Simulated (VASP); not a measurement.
Here is a VASP 6.6.1 calculation.

The input INCAR:

```
SYSTEM = Ti4H
PREC = Accurate ; ENCUT = 520
EDIFF = 1E-7 ; ISMEAR = 0
SIGMA = 0.1 ; LREAL = .FALSE.
LASPH = .TRUE. ; NELM = 60
ALGO = Normal ; ISIF = 2
LWAVE = .FALSE. ; LCHARG = .FALSE.
GGA = PE ; NBANDS = 32
```

KPOINTS

```
regular mesh
0
G
  4 4 6
  0 0 0
```

File POSCAR:

```
Ti4H
1.0
    6.1490381135      0.0000000000      0.0000000000
    0.0000000000      6.1490381135      0.0000000000
    0.0000000000      0.0000000000      2.5747464137
Ti H
4 1
Direct
    0.7064213163      0.0000000000      0.8286480409
    0.2935786837      0.0000000000      0.8286480409
    0.0000000000      0.7064213163      0.8286480409
    0.0000000000      0.2935786837      0.8286480409
    0.5000000000      0.5000000000     -0.1656098034
```

Potentials or basis: VASP PAW PBE potentials, release 64 (Ti_sv, H).

The run is started by

```sh
$ cat potpaw_PBE.64/Ti_sv/POTCAR potpaw_PBE.64/H/POTCAR > POTCAR
$ mpirun -np 1 vasp_std > vasp.out
```

Problem. Predict the pressure.

Solution. -0.1 GPa.

Problem. Estimate the largest force.

Solution. 0.021 eV/Å.

Stress tensor (GPa, compression positive):
```
-0.03  0.00  0.00
 0.00 -0.03  0.00
 0.00  0.00 -0.18
```

Caveat: the k points lie up to 0.41 Å⁻¹ apart, too coarse for converged energies and pressures of a metal.
